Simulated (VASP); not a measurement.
Set up this calculation in VASP 6.6.1, as the native input.

| Quantity | Value |
| --- | --- |
| Task | relaxation of cell and atoms |
| Functional | PBEsol |
| Potentials or basis | VASP PAW PBE potentials, release 64 (Mo_sv) |
| Cutoff | 600 eV |
| k mesh | 6 × 6 × 6 |
| Occupations | gaussian, width 0.1 eV |
| Spin | no spin polarisation |
| Dipole correction | no |
| Further INCAR settings | ALGO = Fast; EDIFF = 1e-07; IBRION = 2; EDIFFG = -0.04; NSW = 90; ISIF = 3 |

The structure of Mo lies in POSCAR:

```
Mo
1.0
    1.4901097248      0.8603152507      7.2016067993
   -1.4901097248      0.8603152507      7.2016067993
    0.0000000000     -1.7206305015      7.2016067993
Mo
3
Direct
    0.0000000000      0.0000000000      0.0000000000
    0.2222200000      0.2222200000      0.2222200000
    0.7777800000      0.7777800000      0.7777800000
```

The input as run:

INCAR

```
  PREC = Accurate
  ENCUT = 600
  EDIFF = 1E-7
  ISMEAR = 0
  SIGMA = 0.1
  LREAL = F
  LASPH = T
  NELM = 100
  ALGO = Fast
  ISIF = 3
  LWAVE = F
  LCHARG = F
  GGA = PS
  IBRION = 2
  NSW = 90
  EDIFFG = -0.04
```

KPOINTS

```
regular mesh
0
Gamma
  6 6 6
```

Potentials or basis: VASP PAW PBE potentials, release 64 (Mo_sv).

Run with:

```bash
$ cat potpaw_PBE.64/Mo_sv/POTCAR > POTCAR
$ mpirun -np 1 vasp_std > vasp.out
```

It gave:

The relaxed volume is 15.55 Å³/atom. The relaxed cell is a = 6.737 Å, b = 6.737 Å, c = 6.737 Å, α = 24.61°, β = 24.61°, γ = 24.61°, the space group after relaxing (to 0.1 Å) is R-3m (No. 166) and the pressure after relaxing is 0.1 GPa. The largest force after relaxing is 0.032 eV/Å and the band gap on the k mesh is zero (bands 21 and 22 overlap by 1.61 eV).

Caveat: the k points lie up to 0.42 Å⁻¹ apart in the final cell, too coarse for converged energies and pressures of a metal; the volume moved by over 15 % at a fixed basis, so the end points are rough; the PAW data sets were made with another functional, which shifts forces and pressure a little.

It took 39 min on 1 thread of Intel(R) Xeon(R) 6975P-C (Granite Rapids) (shared host), peak memory 0.55 GiB.
